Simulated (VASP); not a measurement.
Write the native input for VASP 6.6.1 that does the following.

```
Task                   : single point
Functional             : r2SCAN
Potentials or basis    : VASP PAW PBE potentials, release 64 (Zr_sv, S)
Cutoff                 : 550 eV
k mesh                 : 6 × 6 × 4
Occupations            : gaussian, width 0.01 eV
Spin                   : no spin polarisation
Dipole correction      : no
Further INCAR settings : ALGO = Normal; EDIFF = 1e-06; NBANDS = 19
```

ZrS2:

```
Zr S
1.0
     3.67440    0.00000    0.00000
    -1.83720    3.18212    0.00000
     0.00000    0.00000    5.85686
Zr S
1 2
Direct
  0.00000 0.00000 0.00000
  0.33333 0.66667 0.24623
  0.66667 0.33333 0.75377
```

The input as run:

POSCAR

```
ZrS2
1.0
    3.6743990828      0.0000000000      0.0000000000
   -1.8371995414      3.1821229494      0.0000000000
    0.0000000000      0.0000000000      5.8568562426
Zr S
1 2
Direct
    0.0000000000      0.0000000000      0.0000000000
    0.3333333333      0.6666666667      0.2462324613
    0.6666666667      0.3333333333      0.7537675387
```

INCAR.step1

```
PREC     = Accurate       # precision mode
ENCUT    = 550            # plane-wave cutoff, eV
ISMEAR   = 0              # smearing method
SIGMA    = 0.01           # smearing width, eV
LREAL    = False          # projectors in reciprocal space
LASPH    = True           # aspherical terms in the spheres
NELM     = 120            # most SCF steps
NBANDS   = 19             # bands
GGA      = PE             # functional
ALGO     = Normal         # electronic algorithm
EDIFF    = 1E-5           # SCF threshold, eV
LWAVE    = True           # write WAVECAR
LCHARG   = False          # write CHGCAR
GGA_COMPAT= False
```

INCAR.step2

```
PREC     = Accurate       # precision mode
ENCUT    = 550            # plane-wave cutoff, eV
EDIFF    = 1E-6           # SCF threshold, eV
ISMEAR   = 0              # smearing method
SIGMA    = 0.01           # smearing width, eV
LREAL    = False          # projectors in reciprocal space
LASPH    = True           # aspherical terms in the spheres
NELM     = 120            # most SCF steps
ALGO     = Normal         # electronic algorithm
ISIF     = 2              # what is computed and relaxed
LWAVE    = False          # write WAVECAR
LCHARG   = True           # write CHGCAR
METAGGA  = R2SCAN         # meta-GGA
LMIXTAU  = True         
LELF     = True           # ELF
LVHAR    = True         
NBANDS   = 19             # bands
ISTART   = 1            
GGA_COMPAT= False
```

KPOINTS

```
regular mesh
0
Gamma
  6 6 4
```

Potentials or basis: VASP PAW PBE potentials, release 64 (Zr_sv, S).

Launch:

```bash
$ cat potpaw_PBE.64/Zr_sv/POTCAR potpaw_PBE.64/S/POTCAR > POTCAR
$ cp INCAR.step1 INCAR
$ mpirun -np 1 vasp_std > vasp.out
$ cp INCAR.step2 INCAR
$ mpirun -np 1 vasp_std > vasp.out
```

It gave:

* Pressure: 0.9 GPa
* Largest force: 0.041 eV/Å
* Band gap on the k mesh: 1.19 eV (least direct gap 1.81 eV)

Caveat: the PAW data sets were made with another functional, which shifts forces and pressure a little.

Wall time 3.7 min on 1 thread of Intel Xeon 8259CL (shared host), peak memory 0.21 GiB.
